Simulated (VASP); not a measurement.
Input of a VASP 6.6.1 run:

The input POSCAR:

```
KTaO3
1.0
    3.9883000000      0.0000000000      0.0000000000
    0.0000000000      3.9883000000      0.0000000000
    0.0000000000      0.0000000000      3.9883000000
K Ta O
1 1 3
Direct
    0.5000000000      0.5000000000      0.5000000000
    0.0000000000      0.0000000000      0.0000000000
    0.5000000000      0.0000000000      0.0000000000
    0.0000000000      0.5000000000      0.0000000000
    0.0000000000      0.0000000000      0.5000000000
```

The input INCAR.step1:

```
ALGO = Normal ; EDIFF = 1E-4
ENCUT = 520 ; GGA = PE
ISMEAR = -1 ; LASPH = T
LCHARG = F ; LREAL = F
LWAVE = T ; NBANDS = 27
NELM = 60 ; PREC = Accurate
SIGMA = 0.02
```

INCAR.step2

```
ALGO = Normal ; EDIFF = 1E-8
ENCUT = 520 ; ISIF = 2
ISMEAR = -1 ; ISTART = 1
LASPH = T ; LCHARG = F
LEFG = T ; LMIXTAU = T
LREAL = F ; LWAVE = F
METAGGA = R2SCAN ; NBANDS = 27
NELM = 60 ; PREC = Accurate
SIGMA = 0.02
```

Contents of KPOINTS:

```
k-points
0
Gamma
  5 5 5
```

Potentials or basis: VASP PAW PBE potentials, release 64 (K_sv, Ta_pv, O).

Run with:

```bash
$ cat potpaw_PBE.64/K_sv/POTCAR potpaw_PBE.64/Ta_pv/POTCAR potpaw_PBE.64/O/POTCAR > POTCAR
$ cp INCAR.step1 INCAR
$ mpirun -np 1 vasp_std > vasp.out
$ cp INCAR.step2 INCAR
$ mpirun -np 1 vasp_std > vasp.out
```

**Question.** Estimate the band gap on the k mesh.

**Answer.** 2.71 eV, indirect (least direct gap 3.25 eV).

**Question.** What does it give for the pressure?

**Answer.** 1.2 GPa.

Electric field gradients, principal values (V/Å²):
```
atom    least   middle  greatest (by size)
 1 K    0.000    0.000               0.000
2 Ta    0.000    0.000               0.000
 3 O  -11.586  -11.586              23.173
 4 O  -11.586  -11.586              23.173
 5 O  -11.586  -11.586              23.173
```

Caveat: without QUAD_EFG the Cq values of the log hold for a quadrupole moment of 1 mb, not for the nuclei; the PAW data sets were made with another functional, which shifts forces and pressure a little; spin-orbit coupling is left out, which moves the levels of the heavy elements. A k mesh can miss the band edges.
